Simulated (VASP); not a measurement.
# Bi2Te3 (R-3m) in VASP: further runs

The runs below take Bi2Te3 through single point, with PBE, revPBE+D3(BJ), revPBE+D4.

Everything below comes from runs of VASP 6.6.1. Logs are shortened: lines on timing, memory, paths and dates and some standing lists are left out, and cuts for length are marked.

**What was measured.**

From “Vacancy and Antisite-Induced Ferromagnetism in Liquid-Phase Exfoliated Bi2Te3”, 2024, arxiv:2412.10539, for a bulk crystal of Bi2Te3: band gap 0.17 eV.

The runs below are set against these values where they give the same quantity.

**1. The cell of the first run**

Symmetry: R-3m, No. 166, trigonal system. Conventional cell: a = 4.472 Å, b = 4.472 Å, c = 31.095 Å, α = 90.00°, β = 90.00°, γ = 120.00°. Within 4.1 Å of Bi (site symmetry 3m) lie 6 Te at 3.13 to 3.31 Å. Within 4.1 Å of Te (site symmetry 3m) lie 3 Bi at 3.13 Å and 3 Te at 3.71 Å. Te (site symmetry -3m) has 6 Bi at 3.31 Å and 12 Te at 4.47 to 4.64 Å within 4.7 Å.

**2. Single point, PBE**

File INCAR:

```
SYSTEM = Bi2Te3
PREC = Accurate ; ENCUT = 520
EDIFF = 1E-7 ; ISMEAR = -1
SIGMA = 0.05 ; LREAL = .False.
LASPH = .True. ; NELM = 60
ALGO = Normal ; ISIF = 2
LWAVE = .False. ; LCHARG = .True.
GGA = PE ; LELF = .True.
LVHAR = .True. ; NBANDS = 32
```

File KPOINTS:

```
Automatic mesh
0
Gamma
  7 7 7
  0 0 0
```

File POSCAR:

```
Bi2Te3
1.0
    2.2360109196      1.2909615063     10.3650440818
   -2.2360109196      1.2909615063     10.3650440818
    0.0000000000     -2.5819230127     10.3650440818
Bi Te
2 3
Direct
    0.6000000000      0.6000000000      0.6000000000
    0.4000000000      0.4000000000      0.4000000000
    0.7905000000      0.7905000000      0.7905000000
    0.2095000000      0.2095000000      0.2095000000
    0.0000000000      0.0000000000      0.0000000000
```

Potentials or basis: VASP PAW PBE potentials, release 64 (Bi_d, Te).

The run is started by

```sh
> cat potpaw_PBE.64/Bi_d/POTCAR potpaw_PBE.64/Te/POTCAR > POTCAR
> mpirun -np 1 vasp_std > vasp.out
```

OUTCAR:

```text
SYSTEM = Bi2Te3
   PREC = Accurate
   ENCUT = 520
   EDIFF = 1E-7
   ISMEAR = -1
   LREAL = .False.
   LASPH = .True.
   NELM = 60
   ISIF = 2
   GGA = PE

 ion  position               nearest neighbor table
   1  0.600  0.600  0.600-   4 3.13   4 3.13   4 3.13   5 3.31   5 3.31   5 3.31
   2  0.400  0.400  0.400-   3 3.13   3 3.13   3 3.13   5 3.31   5 3.31   5 3.31
   3  0.791  0.791  0.791-   2 3.13   2 3.13   2 3.13
   4  0.209  0.209  0.209-   1 3.13   1 3.13   1 3.13
   5  0.000  0.000  0.000-   1 3.31   2 3.31   1 3.31   1 3.31   2 3.31   2 3.31

  LATTYP: Found a trigonal (rhomboedric) cell.
 ALAT       =    10.6817819329
 COS(alpha) =     0.9123624111

  Lattice vectors:

 A1 = (   2.2360109196,   1.2909615063,  10.3650440818)
 A2 = (  -2.2360109196,   1.2909615063,  10.3650440818)
 A3 = (   0.0000000000,  -2.5819230127,  10.3650440818)

Analysis of symmetry for initial positions (statically):
=====================================================================
 Subroutine PRICEL returns:
 Original cell was already a primitive cell.

 Routine SETGRP: Setting up the symmetry group for a
 trigonal (rhombohedral) supercell.

 Subroutine GETGRP returns: Found 12 space group operations
 (whereof 12 operations were pure point group operations)
 out of a pool of 12 trial point group operations.

The static configuration has the point symmetry D_3d.

Analysis of symmetry for dynamics (positions and initial velocities):
=====================================================================
 Subroutine PRICEL returns:
 Original cell was already a primitive cell.

 Routine SETGRP: Setting up the symmetry group for a
 trigonal (rhombohedral) supercell.

 Subroutine GETGRP returns: Found 12 space group operations
 (whereof 12 operations were pure point group operations)
 out of a pool of 12 trial point group operations.

The dynamic configuration has the point symmetry D_3d.

 Subroutine INISYM returns: Found 12 space group operations
 (whereof 12 operations are pure point group operations),
 and found     1 'primitive' translations

----------------------------------------------------------------------------------------

                                     Primitive cell

  volume of cell :     179.5187

[... 90 lines left out ...]
   LSORBIT =      F    spin-orbit coupling
   LASPH  =      T    aspherical Exc in radial PAW
   ENCUT  =  520.0 eV  38.22 Ry    6.18 a.u.  19.86 19.86 19.86*2*pi/ulx,y,z
   NELM   =     60;   NELMIN=  2; NELMDL= -5     # of ELM steps
   EDIFF  = 0.1E-06   stopping-criterion for ELM
   LREAL  =      F    real-space projection
   EDIFFG = 0.1E-05   stopping-criterion for IOM
   NSW    =      0    number of steps for IOM
   IBRION =     -1    ionic relax: 0-MD 1-quasi-New 2-CG
   NFREE  =      0    steps in history (QN), initial steepest desc. (CG)
   ISIF   =      2    stress and relaxation
   ISYM   =      2    0-nonsym 1-usesym 2-fastsym
   POTIM  = 0.5000    time-step for ionic-motion
   TEBEG  =    0.0;   TEEND  =   0.0 temperature during run
   PSTRESS=    0.0 pullay stress
   NELECT =      48.0000    total number of electrons
   NUPDOWN=      -1.0000    fix difference up-down
   EMIN   =  10.00;   EMAX   =-10.00  energy-range for DOS
   EFERMI =   0.00;   METHOD = LEGACY
   ISMEAR =    -1;   SIGMA  =   0.05  broadening in eV -4-tet -1-fermi 0-gaus
   EFERMI_NEDOS =   21; number of points for ismear=-14 and -15
   IALGO  =     38    algorithm
   IMIX   =      4    mixing-type and parameters
     AMIX     =   0.40;   BMIX     =  1.00
     AMIX_MAG =   1.60;   BMIX_MAG =  1.00
  volume/ion in A,a.u.               =      35.90       242.29
  Fermi-wavevector in a.u.,A,eV,Ry     =   1.054675  1.993047 15.134299  1.112340
  Thomas-Fermi vector in A             =   2.189844
   LORBIT       =      0    0 simple, 1 ext, 2 COOP (PROOUT), +10 PAW based schemes
   GGA     = PE    functional components
   LHFCALC =     F    Hartree Fock is set to
   AEXX    =    0.0000 exact exchange contribution
   IVDW    =     0    specifies the selected vdW correction
   LEPSILON=     F    determine dielectric tensor
   LRPA    =     F    only Hartree local field effects (RPA)
 non-spin polarized calculation
  energy-cutoff  :      520.00
  volume of cell :      179.52
 maximum number of plane-waves:      4864
   NGX = 39   NGY = 39   NGZ = 39

 number of electron      47.9999994 magnetization

 Free energy of the ion-electron system (eV)
  ---------------------------------------------------
  ext. energy  EPLUGINS =         0.00000000
  ---------------------------------------------------
  free energy    TOTEN  =       -18.36225993 eV

  energy without entropy =      -18.36210807  energy(sigma->0) =      -18.36218400

 E-fermi :   5.6192     XC(G=0):  -9.0708

 val. band max:        5.4592855583   @ k =   0.0000   0.0000   0.0000
 cond. band min:       5.7705766386   @ k =   0.0000   0.0000   0.0000
 fundamental gap:      0.3112910803
 Fermi energy:         5.6192257839

 k-point     1 :       0.0000    0.0000    0.0000
  band No.  band energies     occupation
      1     -17.6590      2.00000
      2     -17.6590      2.00000
      3     -17.6582      2.00000
      4     -17.6582      2.00000
      5     -17.6550      2.00000
      6     -17.6540      2.00000
[... 829 lines left out ...]
     31      10.0873      0.00000
     32      10.1209      0.00000

 [... further k-points ...]

------------------------ aborting loop because EDIFF is reached ----------------------------------------

  FORCE on cell =-STRESS in cart. coord.  units (eV):
  Direction    XX          YY          ZZ          XY          YZ          ZX
  --------------------------------------------------------------------------------------
  -------------------------------------------------------------------------------------
  Total       -0.9357932     -0.9357932     -1.3372067      0.0000000      0.0000000      0.0000000
  in kB       -8.3518144     -8.3518144    -11.9343700      0.0000000      0.0000000      0.0000000
  external PRESSURE =      -9.5459996 kB  Pullay stress =       0.0000000 kB

 VOLUME and BASIS-vectors are now :
 -----------------------------------------------------------------------------
  energy-cutoff  :      520.00
  volume of cell :      179.52
      direct lattice vectors                 reciprocal lattice vectors
     2.236010920  1.290961506 10.365044082     0.223612504  0.129102739  0.032159374
    -2.236010920  1.290961506 10.365044082    -0.223612504  0.129102739  0.032159374
     0.000000000 -2.581923013 10.365044082     0.000000000 -0.258205478  0.032159374

 POSITION                                       TOTAL-FORCE (eV/Angst)
 -----------------------------------------------------------------------------------
      0.00000     -0.00000     18.65708         0.000000      0.000000     -0.164110
      0.00000     -0.00000     12.43805         0.000000     -0.000000      0.164110
      0.00000     -0.00000     24.58070         0.000000      0.000000     -0.368333
      0.00000     -0.00000      6.51443         0.000000     -0.000000      0.368333
      0.00000      0.00000      0.00000         0.000000      0.000000      0.000000
 -----------------------------------------------------------------------------------
    total drift:                               -0.000000     -0.000000     -0.000000

  FREE ENERGIE OF THE ION-ELECTRON SYSTEM (eV)
  ---------------------------------------------------
  free  energy   TOTEN  =       -18.3622599291 eV

  energy  without entropy=      -18.3621080730  energy(sigma->0) =      -18.36218400
```

stdout:

```text
POSCAR found type information on POSCAR BiTe
 POSCAR found :  2 types and       5 ions
 scaLAPACK will be used
 LDA part: xc-table for (Slater+PW92), standard interpolation
 POSCAR, INCAR and KPOINTS ok, starting setup
 FFT: planning ... GRIDC
 FFT: planning ... GRID_SOFT
 FFT: planning ... GRID
 WAVECAR not read
 entering main loop
```

Wall time 12 min (1 thread of Intel Xeon 6975P-C (Granite Rapids), shared host); peak memory 1 GiB.

What came out:

```yaml
Free_energy: -18.3623 eV
Pressure: -1.0 GPa
Largest_force: 0.368 eV/Å
Band_gap_on_the_k_mesh: 0.31 eV
```

Forces on the atoms (eV/Å):
```
Bi   0.000  0.000 -0.164
Bi   0.000  0.000  0.164
Te   0.000  0.000 -0.368
Te   0.000  0.000  0.368
Te   0.000  0.000  0.000
```

Levels at points of the mesh, in eV from the valence-band top:
| k point | band 20 | band 21 | band 22 | band 23 | band 24 | band 25 | band 26 | band 27 | band 28 | band 29 |
| --- | --- | --- | --- | --- | --- | --- | --- | --- | --- | --- |
| (0.00, 0.00, 0.00) | -1.52 | -1.52 | -0.73 | -0.73 | 0.00 | 0.31 | 0.74 | 0.74 | 1.98 | 2.08 |

Caveat: spin-orbit coupling is left out, which moves the levels of the heavy elements; an odd mesh through Γ misses points on the zone boundary, where band edges can lie.

[end of part 1 of 2]
